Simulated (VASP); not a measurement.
Here is a VASP 6.6.1 calculation.

INCAR

```
ALGO = Normal
EDIFF = 1E-6
ENCUT = 520
GGA = PS
ISIF = 2
ISMEAR = -1
LASPH = T
LCHARG = T
LELF = T
LREAL = F
LVHAR = T
LWAVE = F
NBANDS = 26
NELM = 60
PREC = Accurate
SIGMA = 0.1
```

Contents of KPOINTS:

```
k-points
0
Gamma
  12 12 12
```

File POSCAR:

```
LuHg
1.0
    3.5889909336      0.0000000000      0.0000000000
    0.0000000000      3.5889909336      0.0000000000
    0.0000000000      0.0000000000      3.5889909336
Lu Hg
1 1
Direct
    0.5000000000      0.5000000000      0.5000000000
    0.0000000000      0.0000000000      0.0000000000
```

Potentials or basis: VASP PAW PBE potentials, release 64 (Lu, Hg).

The run is started by

```console
$ cat potpaw_PBE.64/Lu/POTCAR potpaw_PBE.64/Hg/POTCAR > POTCAR
$ mpirun -np 1 vasp_std > vasp.out
```

(1) What does it give for the pressure?

Answers

(1) 0.2 GPa.

Caveat: the PAW data sets were made with another functional, which shifts forces and pressure a little.
